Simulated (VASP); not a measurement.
# BaH4 (I4/mmm) in VASP: a series of runs

BaH4 is run at these levels: PBEsol; tasks: relaxation of cell and atoms, single point.

Everything below comes from runs of VASP 6.6.1. Logs are shortened: lines on timing, memory, paths and dates and some standing lists are left out, and cuts for length are marked.

**1. The cell of the first run**

It takes space group I4/mmm (No. 139, tetragonal). Conventional cell: a = 3.497 Å, b = 3.497 Å, c = 6.180 Å, α = 90.00°, β = 90.00°, γ = 90.00°. Ba (site symmetry 4/mmm) has 18 H at 2.33 to 2.68 Å within 3.1 Å. Within 2.8 Å of H (site symmetry -4m2) lie 12 H at 2.09 to 2.62 Å and 4 Ba at 2.33 Å. H (site symmetry 4mm) has 1 H at 0.82 Å within 1.1 Å.

**2. Relaxation of cell and atoms, PBEsol, target pressure 50 GPa, at which the enthalpy is minimised**

Contents of INCAR:

```
PREC     = Accurate       # precision mode
ENCUT    = 500            # plane-wave cutoff, eV
EDIFF    = 1E-7           # SCF threshold, eV
ISMEAR   = 0              # smearing method
SIGMA    = 0.03           # smearing width, eV
LREAL    = F              # projectors in reciprocal space
LASPH    = T              # aspherical terms in the spheres
NELM     = 120            # most SCF steps
ALGO     = Normal         # electronic algorithm
ISIF     = 3              # what is computed and relaxed
LWAVE    = F              # write WAVECAR
LCHARG   = F              # write CHGCAR
GGA      = PS             # functional
IBRION   = 2              # ionic algorithm
NSW      = 80             # ionic steps
EDIFFG   = -0.002         # ionic threshold
PSTRESS  = 500.0        
GGA_COMPAT= F            
NELMIN   = 4
```

Contents of KPOINTS:

```
regular mesh
0
Gamma
  10 10 10
```

Contents of POSCAR:

```
BaH4
1.0
   -1.7483680224      1.7483680224      3.0900162241
    1.7483680224     -1.7483680224      3.0900162241
    1.7483680224      1.7483680224     -3.0900162241
Ba H
1 4
Direct
    0.0000000000      0.0000000000      0.0000000000
    0.7500000000      0.2500000000      0.5000000000
    0.2500000000      0.7500000000      0.5000000000
    0.4339369705      0.4339369705      0.0000000000
    0.5660630295      0.5660630295      0.0000000000
```

Potentials or basis: VASP PAW PBE potentials, release 64 (Ba_sv, H).

On the command line:

```sh
cat potpaw_PBE.64/Ba_sv/POTCAR potpaw_PBE.64/H/POTCAR > POTCAR
mpirun -np 1 vasp_std > vasp.out
```

OUTCAR:

```text
PREC = Accurate
   ENCUT = 500
   EDIFF = 1E-7
   ISMEAR = 0
   LREAL = F
   LASPH = T
   NELM = 120
   ISIF = 3
   GGA = PS
   IBRION = 2
   NSW = 80
   EDIFFG = -0.002
   PSTRESS = 500.0
   NELMIN = 4

 ion  position               nearest neighbor table
   1  0.000  0.000  0.000-   2 2.33   3 2.33   2 2.33   3 2.33   2 2.33   3 2.33   2 2.33   3 2.33
                             5 2.51   4 2.51   5 2.51   4 2.51   5 2.51   4 2.51   5 2.51   4 2.51
   2  0.750  0.250  0.500-   1 2.33   1 2.33   1 2.33   1 2.33
   3  0.250  0.750  0.500-   1 2.33   1 2.33   1 2.33   1 2.33
   4  0.434  0.434  0.000-   5 0.82   1 2.51   1 2.51   1 2.51   1 2.51   1 2.68
   5  0.566  0.566  0.000-   4 0.82   1 2.51   1 2.51   1 2.51   1 2.51   1 2.68

  LATTYP: Found a body centered tetragonal cell.
 ALAT       =     3.4967360448
 C/A-ratio  =     1.7673717344

  Lattice vectors:

 A1 = (  -1.7483680224,   1.7483680224,   3.0900162241)
 A2 = (   1.7483680224,  -1.7483680224,   3.0900162241)
 A3 = (   1.7483680224,   1.7483680224,  -3.0900162241)

Analysis of symmetry for initial positions (statically):
=====================================================================
 Subroutine PRICEL returns:
 Original cell was already a primitive cell.

 Routine SETGRP: Setting up the symmetry group for a
 body centered tetragonal supercell.

 Subroutine GETGRP returns: Found 16 space group operations
 (whereof 16 operations were pure point group operations)
 out of a pool of 16 trial point group operations.

The static configuration has the point symmetry D_4h.

Analysis of symmetry for dynamics (positions and initial velocities):
=====================================================================
 Subroutine PRICEL returns:
 Original cell was already a primitive cell.

 Routine SETGRP: Setting up the symmetry group for a
 body centered tetragonal supercell.

 Subroutine GETGRP returns: Found 16 space group operations
 (whereof 16 operations were pure point group operations)
 out of a pool of 16 trial point group operations.

The dynamic configuration has the point symmetry D_4h.

 Subroutine INISYM returns: Found 16 space group operations
 (whereof 16 operations are pure point group operations),
 and found     1 'primitive' translations

----------------------------------------------------------------------------------------

                                     Primitive cell

  volume of cell :      37.7821

  direct lattice vectors                    reciprocal lattice vectors
    -1.748368022  1.748368022  3.090016224     0.000000000  0.285980980  0.161811448
     1.748368022 -1.748368022  3.090016224     0.285980980  0.000000000  0.161811448
     1.748368022  1.748368022 -3.090016224     0.285980980  0.285980980  0.000000000

  length of vectors
     3.957496904  3.957496904  3.957496904     0.328584944  0.328584944  0.404438180

  position of ions in fractional coordinates (direct lattice)
     0.000000000  0.000000000  0.000000000
     0.750000000  0.250000000  0.500000000
     0.250000000  0.750000000  0.500000000
     0.433936970  0.433936970  0.000000000
     0.566063030  0.566063030  0.000000000

  ion indices of the primitive-cell ions
   primitive index   ion index
                 1           1
                 2           2
                 3           3
                 4           4
                 5           5

----------------------------------------------------------------------------------------

 KPOINTS: regular mesh

Automatic generation of k-mesh.
 Grid dimensions read from file:
 generate k-points for:   10   10   10

 Generating k-lattice:

  Cartesian coordinates                     Fractional coordinates (reciprocal lattice)
     0.000000000  0.028598098  0.016181145     0.100000000 -0.000000000  0.000000000
     0.028598098  0.000000000  0.016181145    -0.000000000  0.100000000  0.000000000
     0.028598098  0.028598098  0.000000000     0.000000000  0.000000000  0.100000000

  Length of vectors
     0.032858494  0.032858494  0.040443818

  Shift w.r.t. Gamma in fractional coordinates (k-lattice)
     0.000000000  0.000000000  0.000000000

 Subroutine IBZKPT returns following result:
 ===========================================

 Found    102 irreducible k-points:

 Following reciprocal coordinates:
            Coordinates               Weight
  0.000000  0.000000  0.000000      1.000000
  0.100000 -0.000000  0.000000      8.000000
  0.200000 -0.000000  0.000000      8.000000
  0.300000  0.000000  0.000000      8.000000
  0.400000  0.000000  0.000000      8.000000
  0.500000  0.000000  0.000000      4.000000
[... 16 lines left out ...]
  0.300000  0.300000  0.000000      8.000000
  0.400000  0.300000  0.000000     16.000000
 [... further k-points ...]
   k-points           NKPTS =    102   k-points in BZ     NKDIM =    102   number of bands    NBANDS=     11
   number of dos      NEDOS =    301   number of ions     NIONS =      5
   total plane-waves  NPLWV =  27000
   dimension x,y,z NGX =    30 NGY =   30 NGZ =   30
   dimension x,y,z NGXF=    60 NGYF=   60 NGZF=   60
   ions per type =               1   4
   NGX,Y,Z   is equivalent  to a cutoff of  12.60, 12.60, 12.60 a.u.
   NGXF,Y,Z  is equivalent  to a cutoff of  25.20, 25.20, 25.20 a.u.
 SYSTEM =  unknown system
   PREC   = accura    normal or accurate (medium, high low for compatibility)
   ISTART =      0    job   : 0-new  1-cont  2-samecut
   ICHARG =      2    charge: 1-file 2-atom 10-const
   ISPIN  =      1    spin polarized calculation?
   LNONCOLLINEAR =      F non collinear calculations
   LSORBIT =      F    spin-orbit coupling
   LASPH  =      T    aspherical Exc in radial PAW
   ENCUT  =  500.0 eV  36.75 Ry    6.06 a.u.   7.22  7.22  7.22*2*pi/ulx,y,z
   NELM   =    120;   NELMIN=  4; NELMDL= -5     # of ELM steps
   EDIFF  = 0.1E-06   stopping-criterion for ELM
   LREAL  =      F    real-space projection
   EDIFFG = -.2E-02   stopping-criterion for IOM
   NSW    =     80    number of steps for IOM
   IBRION =      2    ionic relax: 0-MD 1-quasi-New 2-CG
   NFREE  =      1    steps in history (QN), initial steepest desc. (CG)
   ISIF   =      3    stress and relaxation
   ISYM   =      2    0-nonsym 1-usesym 2-fastsym
   POTIM  = 0.5000    time-step for ionic-motion
   TEBEG  =    0.0;   TEEND  =   0.0 temperature during run
   PSTRESS=  500.0 pullay stress
   NELECT =      14.0000    total number of electrons
   NUPDOWN=      -1.0000    fix difference up-down
   EMIN   =  10.00;   EMAX   =-10.00  energy-range for DOS
   EFERMI =   0.00;   METHOD = LEGACY
   ISMEAR =     0;   SIGMA  =   0.03  broadening in eV -4-tet -1-fermi 0-gaus
   EFERMI_NEDOS =   21; number of points for ismear=-14 and -15
   IALGO  =     38    algorithm
   IMIX   =      4    mixing-type and parameters
     AMIX     =   0.40;   BMIX     =  1.00
     AMIX_MAG =   1.60;   BMIX_MAG =  1.00
  volume/ion in A,a.u.               =       7.56        50.99
  Fermi-wavevector in a.u.,A,eV,Ry     =   1.175859  2.222052 18.812028  1.382645
  Thomas-Fermi vector in A             =   2.312233
   LORBIT       =      0    0 simple, 1 ext, 2 COOP (PROOUT), +10 PAW based schemes
   GGA     = PS    functional components
   LHFCALC =     F    Hartree Fock is set to
   AEXX    =    0.0000 exact exchange contribution
   IVDW    =     0    specifies the selected vdW correction
   LEPSILON=     F    determine dielectric tensor
   LRPA    =     F    only Hartree local field effects (RPA)
 conjugate gradient relaxation of ions
 non-spin polarized calculation
 Gauss-broadening in eV      SIGMA  =   0.03
  energy-cutoff  :      500.00
  volume of cell :       37.78
 maximum number of plane-waves:       973
 NGX is ok and might be reduce to    30
   NGX = 15   NGY = 15   NGZ = 15

--------------------------------------- Ionic step        1  -------------------------------------------

 number of electron      14.0000002 magnetization

 Free energy of the ion-electron system (eV)
  ---------------------------------------------------
  ext. energy  EPLUGINS =         0.00000000
  ---------------------------------------------------
  free energy    TOTEN  =       -14.84590307 eV

  energy without entropy =      -14.84590307  energy(sigma->0) =      -14.84590307

------------------------ aborting loop because EDIFF is reached ----------------------------------------

  FORCE on cell =-STRESS in cart. coord.  units (eV):
  Direction    XX          YY          ZZ          XY          YZ          ZX
  --------------------------------------------------------------------------------------
  -------------------------------------------------------------------------------------
  Total        9.1524316      9.1524316      9.0245120      0.0000000      0.0000000      0.0000000
  in kB      388.1151679    388.1151679    382.6906474      0.0000000      0.0000000      0.0000000
  external PRESSURE =    -113.6930056 kB  Pullay stress =     500.0000000 kB
[... 106 lines left out ...]
  energy  without entropy=      -14.2404556847  energy(sigma->0) =      -14.24047439

  enthalpy is  TOTEN    =        -3.1357198976 eV   P V=       11.1047731956

[... ionic steps 4 to 8 ...]

--------------------------------------- Ionic step        9  -------------------------------------------

 number of electron      14.0000001 magnetization

------------------------ aborting loop because EDIFF is reached ----------------------------------------
[... 77 lines left out ...]
--------------------------------------- Ionic step       11  -------------------------------------------

 number of electron      14.0000001 magnetization

 Free energy of the ion-electron system (eV)
  ---------------------------------------------------
  ext. energy  EPLUGINS =         0.00000000
  ---------------------------------------------------
  free energy    TOTEN  =       -14.19804070 eV

  energy without entropy =      -14.19800296  energy(sigma->0) =      -14.19802183

 E-fermi :   4.7578     XC(G=0): -11.1836

 val. band max:        4.7331665567   @ k =   0.5000   0.5000  -0.0000
 cond. band min:       4.7906131745   @ k =   0.5000   0.0000   0.0000
 fundamental gap:      0.0574466178
 Fermi energy:         4.7578414651

 k-point     1 :       0.0000    0.0000    0.0000
  band No.  band energies     occupation
      1     -22.7739      2.00000
      2      -6.8068      2.00000
      3      -6.5761      2.00000
      4      -6.5761      2.00000
      5      -5.3941      2.00000
      6       1.8128      2.00000
      7       3.7817      2.00000
      8       5.6794      0.00000
      9       7.4052      0.00000
     10       7.6549      0.00000
     11       7.6549      0.00000
[... 309 lines left out ...]
 k-point    24 :       0.4000    0.3000    0.0000
  band No.  band energies     occupation
      1     -21.9085      2.00000
      2      -9.8185      2.00000
      3      -8.7338      2.00000
      4      -7.5847      2.00000
      5      -4.0550      2.00000
      6       0.5986      2.00000
      7       3.1574      2.00000
      8       6.6772      0.00000
      9       9.7811      0.00000
     10      11.0878      0.00000
     11      12.4374      0.00000

 [... further k-points ...]

------------------------ aborting loop because EDIFF is reached ----------------------------------------

  FORCE on cell =-STRESS in cart. coord.  units (eV):
  Direction    XX          YY          ZZ          XY          YZ          ZX
  --------------------------------------------------------------------------------------
  -------------------------------------------------------------------------------------
  Total       11.0574082     11.0574082     11.0564637      0.0000000      0.0000000      0.0000000
  in kB      500.0346614    500.0346614    499.9919490      0.0000000      0.0000000      0.0000000
  external PRESSURE =       0.0204239 kB  Pullay stress =     500.0000000 kB
[... 24 lines left out ...]
  energy  without entropy=      -14.1980029634  energy(sigma->0) =      -14.19802183

  enthalpy is  TOTEN    =        -3.1413990131 eV   P V=       11.0566416885

 reached required accuracy - stopping structural energy minimisation
```

Wall time 5.2 min (1 thread of Intel Xeon 6975P-C (Granite Rapids), shared host); peak memory 0.2 GiB.

Results:

```yaml
Free_energy: -14.1980 eV
Relaxed_volume: 7.09 Å³/atom
Relaxed_cell: a = 3.884 Å, b = 3.884 Å, c = 3.884 Å, α = 127.88°, β = 127.88°, γ = 76.81°
Space_group_after_relaxing_to_0.1_Å: I4/mmm (No. 139)
Energy_change_on_relaxing_the_run_minimises_the_enthalpy: +129.6 meV/atom
Ionic_steps: 11
Pressure_after_relaxing: 50.0 GPa
Band_gap_on_the_k_mesh: 0.06 eV (least direct gap 0.26 eV)
```

The path:
```csv
step,energy change (eV),largest force (eV/Å),pressure (GPa),volume (Å³)
1,0.0000,0.0212,38.63,37.78
2,0.8190,0.5851,53.82,34.93
3,0.6054,0.4330,49.98,35.58
4,0.6882,0.3420,50.16,35.31
5,0.6464,0.0177,50.05,35.44
6,0.6438,0.0155,49.99,35.44
7,0.6377,0.0095,49.81,35.46
8,0.6545,0.0253,50.15,35.41
9,0.6457,0.0071,49.97,35.44
10,0.6493,0.0046,50.02,35.42
11,0.6479,0.0001,50.00,35.43
```

Final structure:
```xyz
5
Lattice="-1.7060 1.7060 3.0433 1.7060 -1.7060 3.0433 1.7060 1.7060 -3.0433" Properties=species:S:1:pos:R:3 pbc="T T T"
Ba    0.0000    0.0000    0.0000
H     0.0000    1.7060    1.5217
H     1.7060    0.0000    1.5217
H     0.0000    0.0000    2.6331
H     0.0000    0.0000    3.4536
```

Caveat: the cell is relaxed towards a set pressure, so the run minimises the enthalpy, not the energy; the PAW data sets were made with another functional, which shifts forces and pressure a little; spin-orbit coupling is left out, which moves the levels of the heavy elements.

**3. Relaxation of cell and atoms, PBEsol, target pressure 35 GPa, at which the enthalpy is minimised**

This run uses another cell than the first one, of 8.17 Å³/atom.

Contents of INCAR:

```
  PREC = Accurate
  ENCUT = 500
  EDIFF = 1E-7
  ISMEAR = 0
  SIGMA = 0.03
  LREAL = F
  LASPH = T
  NELM = 120
  ALGO = Normal
  ISIF = 3
  LWAVE = F
  LCHARG = F
  GGA = PS
  IBRION = 2
  NSW = 80
  EDIFFG = -0.002
  PSTRESS = 350.0
  GGA_COMPAT = F
  NELMIN = 4
```

KPOINTS is that of step 2.

Contents of POSCAR:

```
BaH4
1.0
   -1.8065179554      1.8065179554      3.1309177180
    1.8065179554     -1.8065179554      3.1309177180
    1.8065179554      1.8065179554     -3.1309177180
Ba H
1 4
Direct
    0.0000000000      0.0000000000      0.0000000000
    0.7500000000      0.2500000000      0.5000000000
    0.2500000000      0.7500000000      0.5000000000
    0.4353609975      0.4353609975      0.0000000000
    0.5646390025      0.5646390025      0.0000000000
```

Potentials or basis: VASP PAW PBE potentials, release 64 (Ba_sv, H).

On the command line:

```sh
cat potpaw_PBE.64/Ba_sv/POTCAR potpaw_PBE.64/H/POTCAR > POTCAR
mpirun -np 1 vasp_std > vasp.out
```

Wall time 5.4 min (1 thread of Intel Xeon 6975P-C (Granite Rapids), shared host); peak memory 0.2 GiB.

Results (log left out):

- Free energy: -15.0691 eV
- Relaxed volume: 7.75 Å³/atom
- Relaxed cell: a = 3.980 Å, b = 3.980 Å, c = 3.980 Å, α = 127.23°, β = 127.23°, γ = 77.87°
- Space group after relaxing (to 0.1 Å): I4/mmm (No. 139)
- Energy change on relaxing (the run minimises the enthalpy): +83.3 meV/atom
- Ionic steps: 12
- Pressure after relaxing: 35.0 GPa
- Band gap on the k mesh: 0.56 eV (least direct gap 0.70 eV)

Step by step:
```tsv
step	energy change (eV)	largest force (eV/Å)	pressure (GPa)	volume (Å³)
1	0.0000	0.0163	27.62	40.87
2	0.4318	0.4159	35.92	38.69
3	0.3803	0.3671	34.95	38.92
4	0.4476	0.3473	35.14	38.61
5	0.4112	0.0182	35.03	38.76
6	0.4107	0.0158	34.99	38.76
7	0.4099	0.0086	34.88	38.76
8	0.4099	0.0083	34.88	38.76
9	0.4203	0.0250	35.10	38.72
10	0.4144	0.0062	34.98	38.74
11	0.4176	0.0044	35.02	38.73
12	0.4163	0.0001	35.00	38.73
```

Final structure:
```cif
data_structure
_symmetry_space_group_name_H-M 'P 1'
_symmetry_Int_Tables_number 1
_cell_length_a 3.9800
_cell_length_b 3.9800
_cell_length_c 3.9800
_cell_angle_alpha 127.235
_cell_angle_beta 127.235
_cell_angle_gamma 77.868
_cell_volume 38.73
loop_
_atom_site_label
_atom_site_type_symbol
_atom_site_fract_x
_atom_site_fract_y
_atom_site_fract_z
_atom_site_occupancy
Ba1 Ba 0.00000 0.00000 0.00000 1
H1 H 0.75000 0.25000 0.50000 1
H2 H 0.25000 0.75000 0.50000 1
H3 H 0.43437 0.43437 0.00000 1
H4 H 0.56563 0.56563 0.00000 1
```

Levels at points of the mesh, in eV from the valence-band top:
```tsv
k point	band 5	band 6	band 7	band 8	band 9	band 10
(0.00, 0.00, 0.00)	-9.68	-2.42	-0.57	1.48	3.17	3.17
(0.50, 0.00, 0.00)	-6.69	-4.98	-0.14	0.56	2.64	7.06
(0.50, 0.50, 0.00)	-9.70	-4.65	0.00	2.90	5.22	6.16
(0.50, 0.50, 0.50)	-9.32	-3.42	-0.86	6.65	8.34	8.34
```

Caveat: the cell is relaxed towards a set pressure, so the run minimises the enthalpy, not the energy; the PAW data sets were made with another functional, which shifts forces and pressure a little; spin-orbit coupling is left out, which moves the levels of the heavy elements. A k mesh can miss the band edges.

(Continued in part 2 of 2.)
